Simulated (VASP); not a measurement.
# Na2S (Fm-3m) in VASP: single point with PBE+D3(BJ)

Aim: the single point of Na2S with PBE+D3(BJ).

Everything below comes from runs of VASP 6.6.1. Logs are shortened: lines on timing, memory, paths and dates and some standing lists are left out, and cuts for length are marked.

### Step 1. The cell of the first run

Symmetry: Fm-3m, No. 225, cubic system. The conventional cell has a = 6.526 Å, b = 6.526 Å, c = 6.526 Å, α = 90.00°, β = 90.00°, γ = 90.00°. Within 3.7 Å of Na (site symmetry -43m) lie 4 S at 2.83 Å and 6 Na at 3.26 Å. Within 3.7 Å of S (site symmetry m-3m) lie 8 Na at 2.83 Å.

### Step 2. Single point, PBE+D3(BJ)

Input file INCAR:

```
SYSTEM = Na2S
PREC = Accurate
ENCUT = 500
EDIFF = 1E-6
ISMEAR = 0
SIGMA = 0.1
LREAL = .FALSE.
LASPH = .TRUE.
NELM = 120
ALGO = Normal
ISIF = 2
LWAVE = .FALSE.
LCHARG = .TRUE.
GGA = PE
IVDW = 12
LELF = .TRUE.
LVHAR = .TRUE.
NBANDS = 17
GGA_COMPAT = .FALSE.
```

Input file KPOINTS:

```
regular mesh
0
G
  6 6 6
  0 0 0
```

Input file POSCAR:

```
Na2S
1.0
    0.0000000000      3.2630000000      3.2630000000
    3.2630000000      0.0000000000      3.2630000000
    3.2630000000      3.2630000000      0.0000000000
Na S
2 1
Direct
    0.2500000000      0.2500000000      0.2500000000
    0.7500000000      0.7500000000      0.7500000000
    0.0000000000      0.0000000000      0.0000000000
```

Potentials or basis: VASP PAW PBE potentials, release 64 (Na_pv, S).

The run is started by

```
cat potpaw_PBE.64/Na_pv/POTCAR potpaw_PBE.64/S/POTCAR > POTCAR
mpirun -np 1 vasp_std > vasp.out
```

OUTCAR:

```text
SYSTEM = Na2S
   PREC = Accurate
   ENCUT = 500
   EDIFF = 1E-6
   ISMEAR = 0
   LREAL = .FALSE.
   LASPH = .TRUE.
   NELM = 120
   ISIF = 2
   GGA = PE
   IVDW = 12
 IVDW          = 12

 ion  position               nearest neighbor table
   1  0.250  0.250  0.250-
   2  0.750  0.750  0.750-
   3  0.000  0.000  0.000-

  LATTYP: Found a face centered cubic cell.
 ALAT       =     6.5260000000

  Lattice vectors:

 A1 = (   0.0000000000,   3.2630000000,   3.2630000000)
 A2 = (   3.2630000000,   0.0000000000,   3.2630000000)
 A3 = (   3.2630000000,   3.2630000000,   0.0000000000)

Analysis of symmetry for initial positions (statically):
=====================================================================
 Subroutine PRICEL returns:
 Original cell was already a primitive cell.

 Routine SETGRP: Setting up the symmetry group for a
 face centered cubic supercell.

 Subroutine GETGRP returns: Found 48 space group operations
 (whereof 48 operations were pure point group operations)
 out of a pool of 48 trial point group operations.

The static configuration has the point symmetry O_h .

Analysis of symmetry for dynamics (positions and initial velocities):
=====================================================================
 Subroutine PRICEL returns:
 Original cell was already a primitive cell.

 Routine SETGRP: Setting up the symmetry group for a
 face centered cubic supercell.

 Subroutine GETGRP returns: Found 48 space group operations
 (whereof 48 operations were pure point group operations)
 out of a pool of 48 trial point group operations.

The dynamic configuration has the point symmetry O_h .

 Subroutine INISYM returns: Found 48 space group operations
 (whereof 48 operations are pure point group operations),
 and found     1 'primitive' translations

----------------------------------------------------------------------------------------

                                     Primitive cell

  volume of cell :      69.4834

  direct lattice vectors                    reciprocal lattice vectors
     0.000000000  3.263000000  3.263000000    -0.153233221  0.153233221  0.153233221
     3.263000000  0.000000000  3.263000000     0.153233221 -0.153233221  0.153233221
     3.263000000  3.263000000  0.000000000     0.153233221  0.153233221 -0.153233221

  length of vectors
     4.614578854  4.614578854  4.614578854     0.265407724  0.265407724  0.265407724

  position of ions in fractional coordinates (direct lattice)
     0.250000000  0.250000000  0.250000000
     0.750000000  0.750000000  0.750000000
     0.000000000  0.000000000  0.000000000

  ion indices of the primitive-cell ions
   primitive index   ion index
                 1           1
                 2           2
                 3           3

----------------------------------------------------------------------------------------

 KPOINTS: regular mesh

Automatic generation of k-mesh.
 Grid dimensions read from file:
 generate k-points for:    6    6    6

 Generating k-lattice:

  Cartesian coordinates                     Fractional coordinates (reciprocal lattice)
    -0.025538870  0.025538870  0.025538870     0.166666667  0.000000000  0.000000000
     0.025538870 -0.025538870  0.025538870     0.000000000  0.166666667  0.000000000
     0.025538870  0.025538870 -0.025538870     0.000000000  0.000000000  0.166666667

  Length of vectors
     0.044234621  0.044234621  0.044234621

  Shift w.r.t. Gamma in fractional coordinates (k-lattice)
     0.000000000  0.000000000  0.000000000

 Subroutine IBZKPT returns following result:
 ===========================================

 Found     16 irreducible k-points:

 Following reciprocal coordinates:
            Coordinates               Weight
  0.000000  0.000000  0.000000      1.000000
  0.166667  0.000000  0.000000      8.000000
  0.333333  0.000000  0.000000      8.000000
  0.500000  0.000000  0.000000      4.000000
  0.166667  0.166667  0.000000      6.000000
  0.333333  0.166667  0.000000     24.000000
[... 8 lines left out ...]
 -0.333333  0.333333  0.166667     24.000000
 -0.333333  0.500000  0.166667     12.000000
   k-points           NKPTS =     16   k-points in BZ     NKDIM =     16   number of bands    NBANDS=     17
   number of dos      NEDOS =    301   number of ions     NIONS =      3
   total plane-waves  NPLWV =  46656
   dimension x,y,z NGX =    36 NGY =   36 NGZ =   36
   dimension x,y,z NGXF=    72 NGYF=   72 NGZF=   72
   ions per type =               2   1
   NGX,Y,Z   is equivalent  to a cutoff of  12.97, 12.97, 12.97 a.u.
   NGXF,Y,Z  is equivalent  to a cutoff of  25.94, 25.94, 25.94 a.u.
 SYSTEM =  Na2S
   PREC   = accura    normal or accurate (medium, high low for compatibility)
   ISTART =      0    job   : 0-new  1-cont  2-samecut
   ICHARG =      2    charge: 1-file 2-atom 10-const
   ISPIN  =      1    spin polarized calculation?
   LNONCOLLINEAR =      F non collinear calculations
   LSORBIT =      F    spin-orbit coupling
   LASPH  =      T    aspherical Exc in radial PAW
   ENCUT  =  500.0 eV  36.75 Ry    6.06 a.u.   8.41  8.41  8.41*2*pi/ulx,y,z
   NELM   =    120;   NELMIN=  2; NELMDL= -5     # of ELM steps
   EDIFF  = 0.1E-05   stopping-criterion for ELM
   LREAL  =      F    real-space projection
[... 7 lines left out ...]
   TEBEG  =    0.0;   TEEND  =   0.0 temperature during run
   PSTRESS=    0.0 pullay stress
   NELECT =      20.0000    total number of electrons
   NUPDOWN=      -1.0000    fix difference up-down
   EMIN   =  10.00;   EMAX   =-10.00  energy-range for DOS
   EFERMI =   0.00;   METHOD = LEGACY
   ISMEAR =     0;   SIGMA  =   0.10  broadening in eV -4-tet -1-fermi 0-gaus
   EFERMI_NEDOS =   21; number of points for ismear=-14 and -15
   IALGO  =     38    algorithm
   IMIX   =      4    mixing-type and parameters
     AMIX     =   0.40;   BMIX     =  1.00
     AMIX_MAG =   1.60;   BMIX_MAG =  1.00
  volume/ion in A,a.u.               =      23.16       156.30
  Fermi-wavevector in a.u.,A,eV,Ry     =   1.080914  2.042631 15.896704  1.168375
  Thomas-Fermi vector in A             =   2.216917
   LORBIT       =      0    0 simple, 1 ext, 2 COOP (PROOUT), +10 PAW based schemes
   GGA     = PE    functional components
   LHFCALC =     F    Hartree Fock is set to
   AEXX    =    0.0000 exact exchange contribution
   IVDW    =    12    specifies the selected vdW correction
   LEPSILON=     F    determine dielectric tensor
   LRPA    =     F    only Hartree local field effects (RPA)
 non-spin polarized calculation
 Gauss-broadening in eV      SIGMA  =   0.10
  energy-cutoff  :      500.00
  volume of cell :       69.48
 maximum number of plane-waves:      1807
 NGX is ok and might be reduce to    36
   NGX = 17   NGY = 17   NGZ = 17

 number of electron      19.9999985 magnetization

 Free energy of the ion-electron system (eV)
  ---------------------------------------------------
  ext. energy  EPLUGINS =         0.00000000
  ---------------------------------------------------
  free energy    TOTEN  =        -9.97335710 eV

  energy without entropy =       -9.97335710  energy(sigma->0) =       -9.97335710

 E-fermi :   0.6313     XC(G=0):  -7.8483

 val. band max:        0.2179333858   @ k =   0.0000   0.0000   0.0000
 cond. band min:       2.7259304184   @ k =   0.0000   0.0000   0.0000
 fundamental gap:      2.5079970325
 Fermi energy:         0.6312975775

 k-point     1 :       0.0000    0.0000    0.0000
  band No.  band energies     occupation
      1     -22.0096      2.00000
      2     -22.0096      2.00000
      3     -22.0096      2.00000
      4     -21.9548      2.00000
      5     -21.9548      2.00000
      6     -21.9548      2.00000
[... 9 lines left out ...]
     16       9.5901      0.00000
     17      11.4759      0.00000

 k-point     2 :       0.1667    0.0000    0.0000
  band No.  band energies     occupation
      1     -22.0072      2.00000
      2     -22.0061      2.00000
      3     -22.0061      2.00000
      4     -21.9603      2.00000
      5     -21.9587      2.00000
      6     -21.9587      2.00000
[... 9 lines left out ...]
     16       9.1398      0.00000
     17      10.8328      0.00000

 k-point     3 :       0.3333    0.0000    0.0000
  band No.  band energies     occupation
      1     -22.0003      2.00000
      2     -21.9966      2.00000
      3     -21.9966      2.00000
      4     -21.9736      2.00000
      5     -21.9691      2.00000
      6     -21.9691      2.00000
[... 9 lines left out ...]
     16      10.0084      0.00000
     17      10.6385      0.00000

 k-point     4 :       0.5000    0.0000    0.0000
  band No.  band energies     occupation
      1     -21.9912      2.00000
      2     -21.9858      2.00000
      3     -21.9839      2.00000
      4     -21.9839      2.00000
      5     -21.9823      2.00000
      6     -21.9823      2.00000
[... 9 lines left out ...]
     16      11.6566      0.00000
     17      11.6566      0.00000
[... 183 lines left out ...]
      1     -22.0221      2.00000
      2     -22.0124      2.00000
      3     -22.0001      2.00000
      4     -21.9682      2.00000
      5     -21.9600      2.00000
      6     -21.9475      2.00000
[... 9 lines left out ...]
     16      11.3337      0.00000
     17      12.3074      0.00000

 k-point    15 :      -0.3333    0.3333    0.1667
  band No.  band energies     occupation
      1     -22.0251      2.00000
      2     -22.0202      2.00000
      3     -21.9845      2.00000
      4     -21.9844      2.00000
      5     -21.9498      2.00000
      6     -21.9489      2.00000
[... 9 lines left out ...]
     16      10.8512      0.00000
     17      12.2716      0.00000

 k-point    16 :      -0.3333    0.5000    0.1667
  band No.  band energies     occupation
      1     -22.0331      2.00000
      2     -22.0241      2.00000
      3     -22.0027      2.00000
      4     -21.9659      2.00000
      5     -21.9458      2.00000
      6     -21.9424      2.00000
[... 9 lines left out ...]
     16      11.4208      0.00000
     17      12.1942      0.00000

------------------------ aborting loop because EDIFF is reached ----------------------------------------

 Edisp (eV)   -0.71008

 E8    (eV) :    -0.3144

  FORCE on cell =-STRESS in cart. coord.  units (eV):
  Direction    XX          YY          ZZ          XY          YZ          ZX
  --------------------------------------------------------------------------------------
  -------------------------------------------------------------------------------------
  Total      -0.50224    -0.50224    -0.50224     0.00000    -0.00000    -0.00000
  in kB     -11.58093   -11.58093   -11.58093     0.00000    -0.00000    -0.00000
  external pressure =      -11.58 kB  Pullay stress =        0.00 kB

 VOLUME and BASIS-vectors are now :
 -----------------------------------------------------------------------------
  energy-cutoff  :      500.00
  volume of cell :       69.48
      direct lattice vectors                 reciprocal lattice vectors
     0.000000000  3.263000000  3.263000000    -0.153233221  0.153233221  0.153233221
     3.263000000  0.000000000  3.263000000     0.153233221 -0.153233221  0.153233221
     3.263000000  3.263000000  0.000000000     0.153233221  0.153233221 -0.153233221

 POSITION                                       TOTAL-FORCE (eV/Angst)
 -----------------------------------------------------------------------------------
      1.63150      1.63150      1.63150        -0.000000      0.000000      0.000000
      4.89450      4.89450      4.89450        -0.000000     -0.000000     -0.000000
      0.00000      0.00000      0.00000         0.000000      0.000000      0.000000
 -----------------------------------------------------------------------------------
    total drift:                                0.000000      0.000000      0.000000

  FREE ENERGIE OF THE ION-ELECTRON SYSTEM (eV)
  ---------------------------------------------------
  free  energy   TOTEN  =       -10.6834395130 eV

  energy  without entropy=      -10.6834395130  energy(sigma->0) =      -10.68343951
```

It took 26 s on 1 thread of Intel Xeon 6975P-C (Granite Rapids), shared host; peak memory 0.19 GiB.

What came out:

```
Free energy                : -10.6834 eV
Pressure                   : -1.2 GPa
Band gap on the k mesh     : 2.51 eV, direct
Dispersion energy per atom : -0.237 eV
```

Expect the measured gap to be larger: semilocal functionals such as PBE lack the derivative discontinuity.
